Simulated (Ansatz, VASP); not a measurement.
One calculation of Ta2Se, two programs

Contents of INCAR:

```
ALGO = Normal
EDIFF = 1E-6
EDIFFG = -0.005
ENCUT = 600
GGA = CA
IBRION = 2
ISIF = 3
ISMEAR = 0
LASPH = T
LCHARG = F
LREAL = F
LWAVE = F
NELM = 100
NSW = 70
PREC = Accurate
SIGMA = 0.1
```

File KPOINTS:

```
k-points
0
Gamma
  10 10 4
```

Contents of POSCAR:

```
Ta2Se
1.0
    3.3641499081      0.0000000000      0.0000000000
    0.0000000000      3.3641499081      0.0000000000
    0.0000000000      0.0000000000      9.6196537257
Ta Se
4 2
Direct
    0.5000000000      0.0000000000      0.7507982794
    0.0000000000      0.5000000000      0.2492017206
    0.5000000000      0.0000000000      0.0785342111
    0.0000000000      0.5000000000      0.9214657889
    0.5000000000      0.0000000000      0.3731801085
    0.0000000000      0.5000000000      0.6268198915
```

Input for Ansatz:

```yaml
crystal:
  lattice:
    - [3.3641499081, 0.0, 0.0]
    - [0.0, 3.3641499081, 0.0]
    - [0.0, 0.0, 9.6196537257]
  atoms:
    - { symbol: Ta, position: [0.5, 0.0, 0.7507982794] }
    - { symbol: Ta, position: [0.0, 0.5, 0.2492017206] }
    - { symbol: Ta, position: [0.5, 0.0, 0.0785342111] }
    - { symbol: Ta, position: [0.0, 0.5, 0.9214657889] }
    - { symbol: Se, position: [0.5, 0.0, 0.3731801085] }
    - { symbol: Se, position: [0.0, 0.5, 0.6268198915] }
basis:
  ecutwfc: 420
kpoints:
  mp_grid: { grid: [10, 10, 4] }
hamiltonian:
  xc: lda
scf:
  occupations: { method: gaussian, width: 0.1 }
output:
  forces: true
  stress: true
  eigenvalues: true
relax:
  adjacent_minimum: "off"
  f_tol: 0.005
  max_steps: 50
  cell: { stress_tol: 0.05 }
```

Alike in both runs: task relaxation of cell and atoms; functional LDA; k mesh 10 × 10 × 4; occupations gaussian, width 0.1 eV; no spin polarisation.

|  | VASP | Ansatz |
| --- | --- | --- |
| version | VASP 6.6.1 | Ansatz 0.2.0 |
| potentials or method | VASP PAW LDA potentials, release 64 (Ta_pv, Se), cutoff 600 eV | scalar-relativistic, plane waves, PAW |
| valence electrons in the cell | 56 | 84 |

```tsv
	VASP	Ansatz	Ansatz less VASP
gap on the k mesh at the Fermi level, each at its own relaxed structure (eV)	none	none	-
relaxed volume (Å³/atom)	18.02	17.95	-0.067
relaxed cell length with the largest relative difference (Å)	3.341	3.336	-0.0051
```

LDA's correlation is that of Perdew and Zunger in VASP and of Perdew and Wang (1992) in Ansatz. A gap of «none» marks a metal or a gap that the smearing closes. VASP's potentials hold 56 valence electrons a cell and Ansatz's 84, so a difference there can come from the potentials and not from the codes.

Spin-orbit coupling is off throughout.
